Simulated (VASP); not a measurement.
Ir: single point with PBE0

Ir:

```
Ir
1.0
     2.73291    0.00000    0.00000
    -1.36646    2.36677    0.00000
     0.00000    0.00000    4.43234
Ir
2
Direct
  0.33333 0.66667 0.25000
  0.66667 0.33333 0.75000
```

This isn't the form of Ir at room conditions, which is fcc.

```
Program             : VASP 6.6.1
Task                : single point
Functional          : PBE0
Potentials or basis : VASP PAW PBE potentials, release 64 (Ir_sv_GW)
Cutoff              : 420 eV
k mesh              : 6 × 6 × 4
Occupations         : fermi-dirac, width 0.05 eV
Spin                : no spin polarisation
```

```
Pressure               : -10.0 GPa
Band gap on the k mesh : zero (bands 17 and 18 overlap by 4.71 eV)
```

Stress tensor (GPa, compression positive):
```
 -7.40   0.00   0.00
  0.00  -7.40   0.00
  0.00   0.00 -15.15
```

Levels at points of the mesh, in eV from the Fermi level:
| k point | band 14 | band 15 | band 16 | band 17 | band 18 | band 19 | band 20 | band 21 |
| --- | --- | --- | --- | --- | --- | --- | --- | --- |
| (0.00, 0.00, 0.00) | -3.99 | -3.99 | -3.12 | -3.12 | -1.10 | 1.01 | 1.01 | 8.61 |
| (0.50, 0.00, 0.00) | -4.02 | -3.72 | 1.33 | 1.68 | 1.76 | 3.86 | 5.55 | 9.70 |
| (0.00, 0.00, 0.50) | -4.85 | -4.85 | -4.85 | -0.69 | -0.69 | -0.69 | -0.69 | 14.74 |
| (0.50, 0.00, 0.50) | -2.68 | -1.22 | -1.22 | 1.65 | 1.65 | 2.80 | 2.80 | 9.24 |

Wall time 23 min on 1 thread of Intel(R) Xeon(R) 6975P-C (Granite Rapids), with other jobs on the host, peak memory 0.14 GiB.

Caveat: the k points lie up to 0.44 Å⁻¹ apart, too coarse for converged energies and pressures of a metal; the PAW data sets were made with another functional, which shifts forces and pressure a little; spin-orbit coupling is left out, which moves the levels of the heavy elements.
